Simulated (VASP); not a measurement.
# Sn (R-3m) in VASP: notebook, part 2 of 2

VASP 6.6.1. Earlier steps stand in the parts before.

## Step 3: Single point, PBEsol (equal xy, yz and zx shear strains of +2 %)

The input, INCAR:

```
SYSTEM = Sn
  PREC = Accurate
  ENCUT = 520
  EDIFF = 1E-7
  ISMEAR = -1
  SIGMA = 0.05
  LREAL = .False.
  LASPH = .True.
  NELM = 100
  ALGO = Normal
  ISIF = 2
  LWAVE = .False.
  LCHARG = .True.
  GGA = PS
  LELF = .True.
  LVHAR = .True.
  NBANDS = 21
```

The input, KPOINTS:

```
regular mesh
0
Gamma
  11 11 11
  0 0 0
```

The input, POSCAR:

```
Sn
1.0
    0.0649120000      3.2780560000      3.2780560000
    3.2780560000      0.0649120000      3.2780560000
    3.2780560000      3.2780560000      0.0649120000
Sn
2
Direct
    0.5000000000      0.5000000000      0.5000000000
    0.7500000000      0.7500000000      0.7500000000
```

Potentials or basis: VASP PAW PBE potentials, release 64 (Sn_d).

Started as:

```
> cat potpaw_PBE.64/Sn_d/POTCAR > POTCAR
> mpirun -np 1 vasp_std > vasp.out
```

OUTCAR:

```text
SYSTEM = Sn
   PREC = Accurate
   ENCUT = 520
   EDIFF = 1E-7
   ISMEAR = -1
   LREAL = .False.
   LASPH = .True.
   NELM = 100
   ISIF = 2
   GGA = PS

 ion  position               nearest neighbor table
   1  0.500  0.500  0.500-   2 2.79   2 2.79   2 2.79   2 2.87
   2  0.750  0.750  0.750-   1 2.79   1 2.79   1 2.79   1 2.87

  LATTYP: Found a trigonal (rhomboedric) cell.
 ALAT       =     4.6363256838
 COS(alpha) =     0.5197000882

  Lattice vectors:

 A1 = (   0.0649120000,   3.2780560000,   3.2780560000)
 A2 = (   3.2780560000,   0.0649120000,   3.2780560000)
 A3 = (   3.2780560000,   3.2780560000,   0.0649120000)

Analysis of symmetry for initial positions (statically):
=====================================================================
 Subroutine PRICEL returns:
 Original cell was already a primitive cell.

 Routine SETGRP: Setting up the symmetry group for a
 trigonal (rhombohedral) supercell.

 Subroutine GETGRP returns: Found 12 space group operations
 (whereof  6 operations were pure point group operations)
 out of a pool of 12 trial point group operations.

The static configuration has the point symmetry C_3v.
 The point group associated with its full space group is D_3d.

Analysis of symmetry for dynamics (positions and initial velocities):
=====================================================================
 Subroutine PRICEL returns:
 Original cell was already a primitive cell.

 Routine SETGRP: Setting up the symmetry group for a
 trigonal (rhombohedral) supercell.

 Subroutine GETGRP returns: Found 12 space group operations
 (whereof  6 operations were pure point group operations)
 out of a pool of 12 trial point group operations.

The dynamic configuration has the point symmetry C_3v.
 The point group associated with its full space group is D_3d.

 Subroutine INISYM returns: Found 12 space group operations
[... 109 lines left out ...]
   NUPDOWN=      -1.0000    fix difference up-down
   EMIN   =  10.00;   EMAX   =-10.00  energy-range for DOS
   EFERMI =   0.00;   METHOD = LEGACY
   ISMEAR =    -1;   SIGMA  =   0.05  broadening in eV -4-tet -1-fermi 0-gaus
   EFERMI_NEDOS =   21; number of points for ismear=-14 and -15
   IALGO  =     38    algorithm
   IMIX   =      4    mixing-type and parameters
     AMIX     =   0.40;   BMIX     =  1.00
     AMIX_MAG =   1.60;   BMIX_MAG =  1.00
  volume/ion in A,a.u.               =      34.18       230.65
  Fermi-wavevector in a.u.,A,eV,Ry     =   1.215810  2.297547 20.112045  1.478194
  Thomas-Fermi vector in A             =   2.351185
   LORBIT       =      0    0 simple, 1 ext, 2 COOP (PROOUT), +10 PAW based schemes
   GGA     = PS    functional components
   LHFCALC =     F    Hartree Fock is set to
   AEXX    =    0.0000 exact exchange contribution
   IVDW    =     0    specifies the selected vdW correction
   LEPSILON=     F    determine dielectric tensor
   LRPA    =     F    only Hartree local field effects (RPA)
 non-spin polarized calculation
  energy-cutoff  :      520.00
  volume of cell :       68.36
 maximum number of plane-waves:      1868
   NGX = 17   NGY = 17   NGZ = 17

 number of electron      28.0000008 magnetization

 Free energy of the ion-electron system (eV)
  ---------------------------------------------------
  ext. energy  EPLUGINS =         0.00000000
  ---------------------------------------------------
  free energy    TOTEN  =        -8.44805063 eV

  energy without entropy =       -8.44633037  energy(sigma->0) =       -8.44719050

 E-fermi :   5.4634     XC(G=0):  -9.0643

 val. band max:        5.4404433525   @ k =   0.0909   0.0909   0.0909
 cond. band min:       5.4798418200   @ k =   0.3636   0.0000   0.0000
 fundamental gap:      0.0393984676
 Fermi energy:         5.4634384400

 k-point     1 :       0.0000    0.0000    0.0000
  band No.  band energies     occupation
      1     -16.1351      2.00000
      2     -16.1351      2.00000
      3     -16.0834      2.00000
      4     -16.0575      2.00000
      5     -16.0575      2.00000
      6     -15.7744      2.00000
[... 565 lines left out ...]
     20      13.0777      0.00000
     21      13.4408      0.00000

 [... further k-points ...]

------------------------ aborting loop because EDIFF is reached ----------------------------------------

  FORCE on cell =-STRESS in cart. coord.  units (eV):
  Direction    XX          YY          ZZ          XY          YZ          ZX
  --------------------------------------------------------------------------------------
  -------------------------------------------------------------------------------------
  Total        0.4339101      0.4339101      0.4339101     -0.4180634     -0.4180634     -0.4180634
  in kB       10.1700892     10.1700892     10.1700892     -9.7986721     -9.7986721     -9.7986721
  external PRESSURE =      10.1700892 kB  Pullay stress =       0.0000000 kB

 VOLUME and BASIS-vectors are now :
 -----------------------------------------------------------------------------
  energy-cutoff  :      520.00
  volume of cell :       68.36
      direct lattice vectors                 reciprocal lattice vectors
     0.064912000  3.278056000  3.278056000    -0.157136425  0.154085232  0.154085232
     3.278056000  0.064912000  3.278056000     0.154085232 -0.157136425  0.154085232
     3.278056000  3.278056000  0.064912000     0.154085232  0.154085232 -0.157136425

 POSITION                                       TOTAL-FORCE (eV/Angst)
 -----------------------------------------------------------------------------------
      3.31051      3.31051      3.31051         0.167476      0.167476      0.167476
      4.96577      4.96577      4.96577        -0.167476     -0.167476     -0.167476
 -----------------------------------------------------------------------------------
    total drift:                                0.000000      0.000000      0.000000

  FREE ENERGIE OF THE ION-ELECTRON SYSTEM (eV)
  ---------------------------------------------------
  free  energy   TOTEN  =        -8.4480506282 eV

  energy  without entropy=       -8.4463303660  energy(sigma->0) =       -8.44719050
```

stdout:

```text
POSCAR found type information on POSCAR Sn
 POSCAR found :  1 types and       2 ions
 scaLAPACK will be used
 -----------------------------------------------------------------------------
|                                                                             |
|                                                                             |
|     You enforced a specific xc type in the INCAR file but a different       |
|     I HOPE YOU KNOW WHAT YOU ARE DOING!                                     |
|                                                                             |
 -----------------------------------------------------------------------------

 LDA part: xc-table for (Slater+PW92), standard interpolation
 POSCAR, INCAR and KPOINTS ok, starting setup
 FFT: planning ... GRIDC
 FFT: planning ... GRID_SOFT
 FFT: planning ... GRID
 WAVECAR not read
 entering main loop
```

It took 96 s on 1 thread of AMD EPYC 9R45 (Zen 5), shared host; peak memory 0.28 GiB.

What came out:

| Quantity | Value |
| --- | --- |
| Free energy | -8.4481 eV |
| Pressure | 1.0 GPa |
| Largest force | 0.290 eV/Å |
| Band gap on the k mesh | zero (bands 14 and 15 overlap by 0.21 eV) |

Forces in eV/Å, atoms in the order of the input:
```
Sn   0.167  0.167  0.167
Sn  -0.167 -0.167 -0.167
```

Stress tensor (GPa, compression positive):
```
 1.02 -0.98 -0.98
-0.98  1.02 -0.98
-0.98 -0.98  1.02
```

Caveat: the cell differs from its parent crystal (equal xy, yz and zx shear strains of +2 %); the PAW data sets were made with another functional, which shifts forces and pressure a little; spin-orbit coupling is left out, which moves the levels of the heavy elements.

## Step 4: Single point, PBEsol (equal xy, yz and zx shear strains of -1 %)

The input, INCAR:

```
PREC = Accurate
ENCUT = 520
EDIFF = 1E-6
ISMEAR = -1
SIGMA = 0.05
LREAL = False
LASPH = True
NELM = 60
ALGO = Normal
ISIF = 2
LWAVE = False
LCHARG = False
GGA = PS
NBANDS = 21
```

The input, KPOINTS:

```
Automatic mesh
0
Gamma
  11 11 11
```

The input, POSCAR:

```
Sn
1.0
   -0.0324560000      3.2293720000      3.2293720000
    3.2293720000     -0.0324560000      3.2293720000
    3.2293720000      3.2293720000     -0.0324560000
Sn
2
Direct
    0.5000000000      0.5000000000      0.5000000000
    0.7500000000      0.7500000000      0.7500000000
```

Started as:

```
> cat potpaw_PBE.64/Sn_d/POTCAR > POTCAR
> mpirun -np 1 vasp_std > vasp.out
```

Wall time 1.7 min (1 thread of AMD EPYC 9R45 (Zen 5), shared host); peak memory 0.28 GiB.

Results (log left out):

```yaml
Free_energy: -8.4574 eV
Pressure: 1.0 GPa
Largest_force: 0.167 eV/Å
Band_gap_on_the_k_mesh: zero (bands 14 and 15 overlap by 0.22 eV)
```

Forces on the atoms (eV/Å):
```
Sn  -0.096 -0.096 -0.096
Sn   0.096  0.096  0.096
```

Stress tensor (GPa, compression positive):
```
0.95 0.53 0.53
0.53 0.95 0.53
0.53 0.53 0.95
```

Levels at points of the mesh, in eV from the Fermi level:
```csv
k point,band 10,band 11,band 12,band 13,band 14,band 15,band 16,band 17,band 18,band 19
"(0.00, 0.00, 0.00)",-21.20,-10.61,-0.69,0.09,0.09,0.11,2.10,2.10,2.29,4.87
```

Caveat: the cell differs from its parent crystal (equal xy, yz and zx shear strains of -1 %); the PAW data sets were made with another functional, which shifts forces and pressure a little; spin-orbit coupling is left out, which moves the levels of the heavy elements.

## Step 5: Single point, PBEsol (equal xy, yz and zx shear strains of +1 %)

The input, INCAR:

```
PREC     = Accurate       # precision mode
ENCUT    = 520            # plane-wave cutoff, eV
EDIFF    = 1E-6           # SCF threshold, eV
ISMEAR   = -1             # smearing method
SIGMA    = 0.05           # smearing width, eV
LREAL    = F              # projectors in reciprocal space
LASPH    = T              # aspherical terms in the spheres
NELM     = 60             # most SCF steps
ALGO     = Normal         # electronic algorithm
ISIF     = 2              # what is computed and relaxed
LWAVE    = F              # write WAVECAR
LCHARG   = F              # write CHGCAR
GGA      = PS             # functional
NBANDS   = 21             # bands
```

KPOINTS is that of step 4.

The input, POSCAR:

```
Sn
1.0
    0.0324560000      3.2618280000      3.2618280000
    3.2618280000      0.0324560000      3.2618280000
    3.2618280000      3.2618280000      0.0324560000
Sn
2
Direct
    0.5000000000      0.5000000000      0.5000000000
    0.7500000000      0.7500000000      0.7500000000
```

Started as:

```
> cat potpaw_PBE.64/Sn_d/POTCAR > POTCAR
> mpirun -np 1 vasp_std > vasp.out
```

Wall time 91 s (1 thread of AMD EPYC 9R45 (Zen 5), shared host); peak memory 0.28 GiB.

The run converged. Its results:

- Free energy: -8.4575 eV
- Pressure: 1.0 GPa
- Largest force: 0.152 eV/Å
- Band gap on the k mesh: zero (bands 14 and 15 overlap by 0.17 eV)

Forces in eV/Å, atoms in the order of the input:
```
Sn   0.088  0.088  0.088
Sn  -0.088 -0.088 -0.088
```

Stress tensor (GPa, compression positive):
```
 0.95 -0.50 -0.50
-0.50  0.95 -0.50
-0.50 -0.50  0.95
```

Levels at points of the mesh, in eV from the Fermi level:
```
           k point  band 12  band 13  band 14  band 15  band 16  band 17
(0.00, 0.00, 0.00)    -0.69     0.09     0.11     0.11     2.05     2.23
```

Caveat: the cell differs from its parent crystal (equal xy, yz and zx shear strains of +1 %); the PAW data sets were made with another functional, which shifts forces and pressure a little; spin-orbit coupling is left out, which moves the levels of the heavy elements.

## Step 6: The runs side by side

| cell | gap on the mesh (eV) | pressure (GPa) | largest force (eV/Å) |
| --- | --- | --- | --- |
| a = 4.545 Å, angles 61.3°, 2 atoms | none | 1.0 | 0.35 |
| a = 4.636 Å, angles 58.7°, 2 atoms | none | 1.0 | 0.29 |
| a = 4.567 Å, angles 60.7°, 2 atoms | none | 1.0 | 0.17 |
| a = 4.613 Å, angles 59.3°, 2 atoms | none | 1.0 | 0.15 |

Alike in all rows: task single point; level PBEsol; potentials or basis VASP PAW PBE potentials, release 64 (Sn_d); no spin polarisation; k mesh 11 × 11 × 11; cutoff (eV) 520; smearing fermi-dirac 0.05 eV.

Caveats: the PAW data sets were made with another functional, which shifts forces and pressure a little; spin-orbit coupling is left out, which moves the levels of the heavy elements.

Absolute energies hang on the potentials; compare differences alone.

The gap in the log of VASP goes by the Fermi energy; the results here count the filled bands.